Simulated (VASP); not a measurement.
Crystal: PbS (Galena).

```
Pb S
1.0
     0.00000    2.94585    2.94585
     2.94585    0.00000    2.94585
     2.94585    2.94585    0.00000
Pb S
1 1
Direct
  0.00000 0.00000 0.00000
  0.50000 0.50000 0.50000
```

Base run:

```yaml
Program: VASP 6.6.1
Functional: PBE
Potentials_or_basis: VASP PAW PBE potentials, release 64 (Pb_d, S)
Cutoff: 520 eV
k_mesh: 8 × 8 × 8
Occupations: fermi-dirac, width 0.05 eV
Spin: no spin polarisation
```

Its results: band gap on the k mesh 0.29 eV, direct; pressure 3.4 GPa.

After a change of settings the same cell gave: band gap on the k mesh 0.13 eV, direct; pressure -1.4 GPa. Which change was it?
A. functional from PBE to r2SCAN
B. functional from PBE to LDA; potentials or basis from VASP PAW PBE potentials, release 64 (Pb_d, S) to VASP PAW LDA potentials, release 64 (Pb_d, S)
C. functional from PBE to r2SCAN; dispersion from none to rVV10

B.

Caveats: spin-orbit coupling is left out, which moves the levels of the heavy elements.
